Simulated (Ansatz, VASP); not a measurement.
# AgBr: VASP beside Ansatz

File POSCAR:

```
AgBr
1.0
    0.0000000000      2.8849860000      2.8849860000
    2.8849860000      0.0000000000      2.8849860000
    2.8849860000      2.8849860000      0.0000000000
Ag Br
1 1
Direct
    0.5000000000      0.5000000000      0.5000000000
    0.0000000000      0.0000000000      0.0000000000
```

INCAR.step1

```
ALGO = Normal ; EDIFF = 1E-5
ENCUT = 550 ; GGA = PE
GGA_COMPAT = False ; ISMEAR = -1
LASPH = True ; LCHARG = False
LREAL = False ; LWAVE = True
NBANDS = 16 ; NELM = 120
PREC = Accurate ; SIGMA = 0.1
```

The input INCAR.step2:

```
ALGO = Normal ; EDIFF = 1E-6
ENCUT = 550 ; GGA_COMPAT = False
ISIF = 2 ; ISMEAR = -1
ISTART = 1 ; LASPH = True
LCHARG = False ; LMIXTAU = True
LREAL = False ; LWAVE = False
METAGGA = R2SCAN ; NBANDS = 16
NELM = 120 ; PREC = Accurate
SIGMA = 0.1
```

File KPOINTS:

```
k-points
0
Gamma
  8 8 8
```

Input for Ansatz:

```yaml
crystal:
  lattice:
    - [0.0, 2.884986, 2.884986]
    - [2.884986, 0.0, 2.884986]
    - [2.884986, 2.884986, 0.0]
  atoms:
    - { symbol: Ag, position: [0.5, 0.5, 0.5] }
    - { symbol: Br, position: [0.0, 0.0, 0.0] }
  symmetry: { tolerance: 0.0003 }
kpoints:
  mp_grid: { grid: [8, 8, 8], shift: [0, 0, 0] }
  band_path:
    path:
      - [0.0, 0.0, 0.0]
      - [0.5, 0.0, 0.5]
      - [0.625, 0.25, 0.625]
      - [0.375, 0.375, 0.75]
      - [0.0, 0.0, 0.0]
      - [0.5, 0.5, 0.5]
      - [0.5, 0.25, 0.75]
      - [0.5, 0.0, 0.5]
    npoints: 20
magnetization:
  spin_polarized: false
scf:
  occupations: { method: fermi_dirac }
  lower_state_search: "off"
  max_iter: 200
hamiltonian:
  pseudopotentials: { kind: paw }
  xc: r2scan
basis:
  ecutwfc: 500
  fft_grid_basis: typed
output:
  forces: true
  stress: true
  eigenvalues: true
  bader: true
  populations: true
  elf: true
  write_potential: true
  volumetric_format: npy
  dos:
    e_range: [-12, 8]
    de: 0.05
    projected: { site_lists: { Ag: [Ag], Br: [Br] } }
checkpoint:
  read: saved_state
```

Alike in both runs: task single point; functional r2SCAN; k mesh 8 × 8 × 8; no spin polarisation.

```csv
,VASP,Ansatz
version,VASP 6.6.1,Ansatz 0.2.0
potentials or method,"VASP PAW PBE potentials, release 64 (Ag, Br), cutoff 550 eV",PAW plane waves
occupations,"fermi-dirac, width 0.1 eV",fermi-dirac
valence electrons in the cell,18,26
```

VASP gave:

| Quantity | Value |
| --- | --- |
| pressure (GPa) | 0.3 |

Q: Estimate Ansatz's values.

A: Pressure (GPa): 0.4.

VASP's potentials were made for PBE, not for r2SCAN. VASP's potentials hold 18 valence electrons a cell and Ansatz's 26, so a difference there can come from the potentials and not from the codes.
